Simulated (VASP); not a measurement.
Crystal: ScSbSe3.

```
Sc Sb Se
1.0
     5.03827    0.00000    0.00000
    -2.51913    4.36327    0.00000
     0.00000    0.00000    6.17540
Sc Sb Se
1 1 3
Direct
  0.00000 0.00000 0.50000
  0.33333 0.66667 0.50000
  0.66667 0.33333 0.18392
  0.66667 0.33333 0.81608
  0.00000 0.00000 0.00000
```

The cell was generated, and may not be a known phase.

| Property | Result |
| --- | --- |
| Program | VASP 6.6.1 |
| Task | relaxation of cell and atoms |
| Functional | PBE |
| Potentials or basis | VASP PAW PBE potentials, release 64 (Sc_sv, Sb, Se) |
| Cutoff | 600 eV |
| k mesh | 6 × 6 × 4 |
| Occupations | gaussian, width 0.1 eV |
| Spin | no spin polarisation |

At the start: pressure -0.7 GPa; volume 27.15 Å³/atom.

Q: How do energy, volume and symmetry change on relaxing?

A: Over 10 steps the energy falls by 260.2 meV/atom and the volume is 24.87 Å³/atom (-8.4 %); space group P-6m2 (No. 187, to 0.1 Å) before and after.

The path:
```tsv
step	energy change (eV)	largest force (eV/Å)	pressure (GPa)	volume (Å³)
1	0.0000	1.9957	-0.74	135.76
2	-0.3271	0.8050	-1.80	133.27
3	-0.6418	0.5201	-2.21	129.65
4	-1.2350	0.2765	0.86	122.32
5	-1.2012	0.9861	0.75	125.44
6	-1.2687	0.5763	0.60	123.65
7	-1.2906	0.0020	-1.17	126.70
8	-1.2928	0.1254	-0.79	125.98
9	-1.2987	0.0425	0.30	123.58
10	-1.3008	0.0188	-0.07	124.36
```

Final structure:
```cif
data_structure
_symmetry_space_group_name_H-M 'P 1'
_symmetry_Int_Tables_number 1
_cell_length_a 5.1771
_cell_length_b 5.1771
_cell_length_c 5.3577
_cell_angle_alpha 90.000
_cell_angle_beta 90.000
_cell_angle_gamma 120.000
_cell_volume 124.36
loop_
_atom_site_label
_atom_site_type_symbol
_atom_site_fract_x
_atom_site_fract_y
_atom_site_fract_z
_atom_site_occupancy
Sc1 Sc 0.00000 0.00000 0.50000 1
Sb1 Sb 0.33333 0.66667 0.50000 1
Se1 Se 0.66667 0.33333 0.26206 1
Se2 Se 0.66667 0.33333 0.73794 1
Se3 Se 0.00000 0.00000 0.00000 1
```
